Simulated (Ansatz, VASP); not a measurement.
Si: VASP beside Ansatz

The input INCAR:

```
ALGO = Normal
EDIFF = 1E-6
ENCUT = 500
GGA = PE
GGA_COMPAT = False
ISIF = 2
ISMEAR = 1
LASPH = True
LCHARG = True
LELF = True
LREAL = False
LVHAR = True
LWAVE = False
NBANDS = 11
NELM = 120
PREC = Accurate
SIGMA = 0.3
```

The input KPOINTS:

```
k-points
0
Gamma
  10 10 10
```

The input POSCAR:

```
Si
1.0
    0.0000000000      2.7354874751      2.7354874751
    2.7354874751      0.0000000000      2.7354874751
    2.7354874751      2.7354874751      0.0000000000
Si
2
Direct
    0.5000000000      0.5000000000      0.5000000000
    0.7500000000      0.7500000000      0.7500000000
```

Input for Ansatz:

```yaml
crystal:
  lattice:
    - [0.0, 2.7354874751, 2.7354874751]
    - [2.7354874751, 0.0, 2.7354874751]
    - [2.7354874751, 2.7354874751, 0.0]
  atoms:
    - { symbol: Si, position: [0.5, 0.5, 0.5] }
    - { symbol: Si, position: [0.75, 0.75, 0.75] }
hamiltonian:
  xc: pbe
  pseudopotentials:
    kind: paw
    azcp:
      Si: "pseudopotentials/Si.paw.azcp"
basis:
  ecutwfc: 420
  fft_grid_basis: typed
kpoints:
  mp_grid: { grid: [10, 10, 10], shift: [0, 0, 0] }
magnetization:
  spin_polarized: false
scf:
  occupations: { method: cold, width: 0.3 }
  lower_state_search: "off"
output:
  stress: true
  write_density: true
  write_potential: true
  elf: true
  volumetric_format: npy
```

Alike in both runs: task single point; functional PBE; k mesh 10 × 10 × 10; no spin polarisation.

|  | VASP | Ansatz |
| --- | --- | --- |
| version | VASP 6.6.1 | Ansatz 0.2.0 |
| potentials or method | VASP PAW PBE potentials, release 64 (Si), cutoff 500 eV | plane waves (420 eV) with PAW, scalar-relativistic |
| occupations | methfessel-paxton of order 1, width 0.3 eV | cold, width 0.3 eV |
| valence electrons in the cell | 8 | 8 |

VASP gave:

```
gap on the k mesh at the Fermi level (eV) : 0.62
pressure (GPa)                            : -0.1
```

Estimate Ansatz's values.

gap on the k mesh at the Fermi level (eV): 0.62; pressure (GPa): 0.0.
